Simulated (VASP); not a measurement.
Wanted: the native input for a VASP 6.6.1 run.

```yaml
Task: single point
Functional: PBEsol
Potentials_or_basis: VASP PAW PBE potentials, release 64 (Ge_d)
Cutoff: 500 eV
k_mesh: 2 × 2 × 2
Occupations: gaussian, width 0.01 eV
Spin: no spin polarisation
Dipole_correction: no
Further_INCAR_settings: ALGO = Normal; EDIFF = 1e-06; NBANDS = 21
```

The structure of Ge lies in POSCAR:

```
Ge
1.0
    0.0000000000      2.8289100000      2.8289100000
    2.8289100000      0.0000000000      2.8289100000
    2.8289100000      2.8289100000      0.0000000000
Ge
2
Direct
    0.5000000000      0.5000000000      0.5000000000
    0.7500000000      0.7500000000      0.7500000000
```

One way to write it, as run:

INCAR

```
SYSTEM = Ge
PREC = Accurate
ENCUT = 500
EDIFF = 1E-6
ISMEAR = 0
SIGMA = 0.01
LREAL = .FALSE.
LASPH = .TRUE.
NELM = 120
ALGO = Normal
ISIF = 2
LWAVE = .FALSE.
LCHARG = .FALSE.
GGA = PS
NBANDS = 21
GGA_COMPAT = .FALSE.
```

KPOINTS

```
Automatic mesh
0
G
  2 2 2
  0 0 0
```

Potentials or basis: VASP PAW PBE potentials, release 64 (Ge_d).

Launch:

```console
$ cat potpaw_PBE.64/Ge_d/POTCAR > POTCAR
$ mpirun -np 1 vasp_std > vasp.out
```

It gave:

- Pressure: 7.8 GPa
- Band gap on the k mesh: 0.01 eV

Caveat: the k points lie up to 0.96 Å⁻¹ apart; the PAW data sets were made with another functional, which shifts forces and pressure a little.

Wall time 10 s on 1 thread of AMD EPYC 7R43 64-Core Processor (Zen 3) (shared host), peak memory 0.12 GiB.
